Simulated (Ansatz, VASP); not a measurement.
## Sc2Si2Se: VASP beside Ansatz

The input INCAR:

```
SYSTEM = Sc2Si2Se
  PREC = Accurate
  ENCUT = 600
  EDIFF = 1E-6
  ISMEAR = 0
  SIGMA = 0.1
  LREAL = .FALSE.
  LASPH = .TRUE.
  NELM = 80
  ALGO = Normal
  ISIF = 3
  LWAVE = .FALSE.
  LCHARG = .FALSE.
  GGA = PE
  IBRION = 2
  NSW = 100
  EDIFFG = -0.01
```

File KPOINTS:

```
regular mesh
0
G
  12 12 6
  0 0 0
```

POSCAR

```
Sc2Si2Se
1.0
    3.7369782344      0.0000000000      0.0000000000
   -1.8684891172      3.2363180843      0.0000000000
    0.0000000000      0.0000000000      7.9283490679
Sc Si Se
2 2 1
Direct
    0.6666666667      0.3333333333      0.7919405989
    0.3333333333      0.6666666667      0.2080594011
    0.6666666667      0.3333333333      0.4334326971
    0.3333333333      0.6666666667      0.5665673029
    0.0000000000      0.0000000000      0.0000000000
```

Input for Ansatz:

```yaml
crystal:
  lattice:
    - [3.7369782344, 0.0, 0.0]
    - [-1.8684891172, 3.2363180843, 0.0]
    - [0.0, 0.0, 7.9283490679]
  atoms:
    - { symbol: Sc, position: [0.6666666667, 0.3333333333, 0.7919405989] }
    - { symbol: Sc, position: [0.3333333333, 0.6666666667, 0.2080594011] }
    - { symbol: Si, position: [0.6666666667, 0.3333333333, 0.4334326971] }
    - { symbol: Si, position: [0.3333333333, 0.6666666667, 0.5665673029] }
    - { symbol: Se, position: [0.0, 0.0, 0.0] }
basis:
  ecutwfc: 420
kpoints:
  mp_grid: { grid: [12, 12, 6] }
hamiltonian:
  xc: pbe
scf:
  occupations: { method: gaussian, width: 0.1 }
output:
  forces: true
  stress: true
  eigenvalues: true
  write_density: true
  write_potential: true
  elf: true
  volumetric_format: npy
relax:
  adjacent_minimum: "off"
  f_tol: 0.01
  max_steps: 80
  cell: { stress_tol: 0.05 }
```

Change from the starting cell: species swapped into the Ce2SeN2 type (P-3m1, No. 164).

Alike in both runs: task relaxation of cell and atoms; functional PBE; k mesh 12 × 12 × 6; occupations gaussian, width 0.1 eV; no spin polarisation.

|  | VASP | Ansatz |
| --- | --- | --- |
| version | VASP 6.6.1 | Ansatz 0.2.0 |
| potentials or method | VASP PAW PBE potentials, release 64 (Sc_sv, Si, Se), cutoff 600 eV | scalar-relativistic, plane waves, PAW |
| valence electrons in the cell | 36 | 46 |

```csv
,VASP,Ansatz,Ansatz less VASP
"gap on the k mesh at the Fermi level, each at its own relaxed structure (eV)",none,none,-
relaxed volume (Å³/atom),19.20,19.17,-0.030
relaxed length of the cell vector where the two differ most in proportion (Å),7.919,7.911,-0.0085
```

A gap of «none» marks a metal or a gap that the smearing closes. VASP's potentials hold 36 valence electrons a cell and Ansatz's 46, so a difference there can come from the potentials and not from the codes.
